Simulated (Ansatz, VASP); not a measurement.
## Two plane-wave programs on CdO

```xyz
2
Lattice="0.0000 2.3530 2.3530 2.3530 0.0000 2.3530 2.3530 2.3530 0.0000" Properties=species:S:1:pos:R:3 pbc="T T T"
Cd    0.0000    0.0000    0.0000
O     2.3530    2.3530    2.3530
```

Alike in both runs: task single point; functional r2SCAN; k mesh 8 × 8 × 8; occupations fermi-dirac, width 0.02 eV; no spin polarisation.

|  | VASP | Ansatz |
| --- | --- | --- |
| version | VASP 6.6.1 | Ansatz 0.2.0 |
| potentials or method | VASP PAW PBE potentials, release 64 (Cd, O) | plane waves, PAW |
| plane-wave cutoff (eV) | 660 | 500 |
| valence electrons in the cell | 18 | 26 |

|  | VASP | Ansatz | Ansatz less VASP |
| --- | --- | --- | --- |
| pressure (GPa) | 1.5 | 0.0 | -1.54 |

VASP's potentials were made for PBE, not for r2SCAN. VASP's potentials hold 18 valence electrons a cell and Ansatz's 26, so a difference there can come from the potentials and not from the codes.
